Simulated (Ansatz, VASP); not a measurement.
## Si: VASP beside Ansatz

File INCAR:

```
ALGO     = Normal         # electronic algorithm
EDIFF    = 1E-6           # SCF threshold, eV
ENCUT    = 520            # plane-wave cutoff, eV
GGA      = PE             # functional
ISIF     = 2              # what is computed and relaxed
ISMEAR   = 0              # smearing method
LASPH    = True           # aspherical terms in the spheres
LCHARG   = False          # write CHGCAR
LREAL    = False          # projectors in reciprocal space
LWAVE    = False          # write WAVECAR
NBANDS   = 16             # bands
NELM     = 100            # most SCF steps
PREC     = Accurate       # precision mode
SIGMA    = 0.05           # smearing width, eV
```

The input KPOINTS:

```
k-points
0
Gamma
  12 12 6
```

Contents of POSCAR:

```
Si
1.0
    3.9184761432     -0.0385108220      0.0000000000
   -1.9925894218      3.2960255694      0.0000000000
    0.0000000000      0.0000000000      6.3646810974
Si
4
Direct
    0.3333333333      0.6666666667      0.0629320729
    0.6666666667      0.3333333333      0.5629320729
    0.3333333333      0.6666666667      0.4370679271
    0.6666666667      0.3333333333      0.9370679271
```

Input for Ansatz:

```yaml
crystal:
  lattice:
    - [3.9184761432, -0.038510822, 0.0]
    - [-1.9925894218, 3.2960255694, 0.0]
    - [0.0, 0.0, 6.3646810974]
  atoms:
    - { symbol: Si, position: [0.3333333333, 0.6666666667, 0.0629320729] }
    - { symbol: Si, position: [0.6666666667, 0.3333333333, 0.5629320729] }
    - { symbol: Si, position: [0.3333333333, 0.6666666667, 0.4370679271] }
    - { symbol: Si, position: [0.6666666667, 0.3333333333, 0.9370679271] }
basis:
  ecutwfc: 420
kpoints:
  mp_grid: { grid: [12, 12, 6] }
hamiltonian:
  xc: pbe
  pseudopotentials: { kind: paw, azcp: { folder: soft_1 } }
scf:
  occupations: { method: gaussian, width: 0.05 }
output:
  forces: true
  stress: true
  eigenvalues: true
  write_density: true
  write_potential: true
  elf: true
  volumetric_format: npy
```

Change from the starting cell: engineering shear strain xy -0.0200, strain +e along x and -e along y +0.0175.

Alike in both runs: task single point; functional PBE; k mesh 12 × 12 × 6; occupations gaussian, width 0.05 eV; no spin polarisation.

|  | VASP | Ansatz |
| --- | --- | --- |
| version | VASP 6.6.1 | Ansatz 0.2.0 |
| potentials or method | VASP PAW PBE potentials, release 64 (Si), cutoff 520 eV | scalar-relativistic, plane waves, PAW |
| valence electrons in the cell | 16 | 16 |

|  | VASP | Ansatz | Ansatz less VASP |
| --- | --- | --- | --- |
| gap on the k mesh at the Fermi level (eV) | 0.15 | 0.16 | +0.001 |
| least direct gap on the mesh (eV) | 0.83 | 0.83 | -0.003 |
| pressure (GPa) | 0.1 | 0.1 | +0.06 |
| traceless stress, the component that is largest in VASP (GPa) | 3.05 | 3.04 | -0.006 |
| rms of the force components (eV/Å) | 0.177 | 0.177 | +0.0009 |

Atom by atom the forces differ by 0.001 eV/Å (rms over components). With one functional, cell and mesh, what is left measures potentials, basis and numerics.
